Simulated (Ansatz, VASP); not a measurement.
**One calculation of TaF3, two programs**

```xyz
4
Lattice="4.3320 0.0000 0.0000 -2.1660 3.7516 0.0000 0.0000 0.0000 2.9110" Properties=species:S:1:pos:R:3 pbc="T T T"
Ta    0.0000    0.0000    0.0000
F     2.1660    0.0000    0.0000
F    -1.0830    1.8758    0.0000
F     1.0830    1.8758    0.0000
```

Alike in both runs: functional PBE; k mesh 12 × 12 × 16; occupations gaussian, width 0.1 eV; no spin polarisation.

Ansatz relaxed the structure, and its values are those at the end. VASP's run is a single point on that final structure, the one shown.

```csv
,VASP,Ansatz
version,VASP 6.6.1,Ansatz 0.2.0
potentials or method,"VASP PAW PBE potentials, release 64 (Ta_pv, F), cutoff 520 eV","scalar-relativistic, plane waves, PAW"
valence electrons in the cell,32,34
```

```csv
,VASP,Ansatz,Ansatz less VASP
gap on the k mesh at the Fermi level (eV),none,none,-
pressure (GPa),-0.1,0.0,+0.15
```

A gap of «none» marks a metal or a gap that the smearing closes. The functional is the same, so the differences come from potentials, cutoffs and numerics. VASP's potentials hold 32 valence electrons a cell and Ansatz's 34, so a difference there can come from the potentials and not from the codes.

Spin-orbit coupling is off throughout.
